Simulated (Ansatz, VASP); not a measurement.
One calculation of MgI2, two programs

File INCAR:

```
PREC = Accurate
ENCUT = 520
EDIFF = 1E-6
ISMEAR = -1
SIGMA = 0.02
LREAL = F
LASPH = T
NELM = 80
ALGO = Normal
ISIF = 2
LWAVE = F
LCHARG = F
GGA = PE
NBANDS = 15
```

File KPOINTS:

```
regular mesh
0
Gamma
  6 6 6
```

File POSCAR:

```
MgI2
1.0
    0.0000000000      3.8492380311      3.7564916799
    3.8492380311      0.0000000000      3.7564916799
    3.8492380311      3.8492380311      0.0000000000
Mg I
1 2
Direct
    0.0000000000      0.0000000000      0.0000000000
    0.2500000000      0.2500000000      0.2500000000
    0.7500000000      0.7500000000      0.7500000000
```

Input for Ansatz:

```yaml
crystal:
  lattice:
    - [0.0, 3.8492380311, 3.7564916799]
    - [3.8492380311, 0.0, 3.7564916799]
    - [3.8492380311, 3.8492380311, 0.0]
  atoms:
    - { symbol: Mg, position: [0.0, 0.0, 0.0] }
    - { symbol: I, position: [0.25, 0.25, 0.25] }
    - { symbol: I, position: [0.75, 0.75, 0.75] }
kpoints:
  mp_grid: { grid: [6, 6, 6] }
  band_path:
    path:
      - [0.0, 0.0, 0.0]
      - [0.5, 0.0, 0.5]
      - [0.625, 0.25, 0.625]
      - [0.375, 0.375, 0.75]
      - [0.5, 0.5, 0.5]
      - [0.5, 0.25, 0.75]
    npoints: 1
hamiltonian:
  xc: pbe
scf:
  occupations: { method: fermi_dirac, width: 0.02 }
  n_extra_bands: 4
output:
  forces: true
  stress: true
  eigenvalues: true
```

Change from the starting cell: epitaxial_xy strain +2.5%.

Alike in both runs: task single point; functional PBE; k mesh 6 × 6 × 6; occupations fermi-dirac, width 0.02 eV; no spin polarisation.

|  | VASP | Ansatz |
| --- | --- | --- |
| version | VASP 6.6.1 | Ansatz 0.2.0 |
| potentials or method | VASP PAW PBE potentials, release 64 (Mg, I) | plane waves, PAW |
| plane-wave cutoff (eV) | 520 | 420 |
| valence electrons in the cell | 16 | 44 |

|  | VASP | Ansatz | Ansatz less VASP |
| --- | --- | --- | --- |
| pressure (GPa) | -1.1 | -1.1 | +0.04 |
| traceless stress, the component that is largest in VASP (GPa) | 1.25 | 1.25 | 0.000 |

The functional is the same, so the differences come from potentials, cutoffs and numerics. VASP's potentials hold 16 valence electrons a cell and Ansatz's 44, so a difference there can come from the potentials and not from the codes.

Spin-orbit coupling is off throughout.
